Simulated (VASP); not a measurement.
Runs of VASP 6.6.1 on GaN. The structure is cubic, space group F-43m (No. 216). The conventional cell has a = 4.507 Å, b = 4.507 Å, c = 4.507 Å, α = 90.00°, β = 90.00°, γ = 90.00°. Within 2.6 Å of Ga (site symmetry -43m) lie 4 N at 1.95 Å. Within 2.6 Å of N (site symmetry -43m) lie 4 Ga at 1.95 Å. 

| k mesh | gap on the mesh (eV) | pressure (GPa) |
| --- | --- | --- |
| 3 × 3 × 3 | 1.61 | -1.0 |
| 9 × 9 × 9 | 1.68 | -1.3 |
| 5 × 5 × 5 | 1.68 | (a) |
| 7 × 7 × 7 | 1.68 | -1.3 |

Alike in all rows: task single point; level PBEsol; potentials or basis VASP PAW PBE potentials, release 64 (Ga_d, N); no spin polarisation; cell as given; cutoff (eV) 520; smearing gaussian 0.01 eV.

Problem. Estimate the missing entries.

Solution. (a) -1.4.

Caveats: some runs use coarse meshes; the PAW data sets were made with another functional, which shifts forces and pressure a little.

A k mesh can miss the band edges, and the runs leave out spin-orbit coupling on Ga.
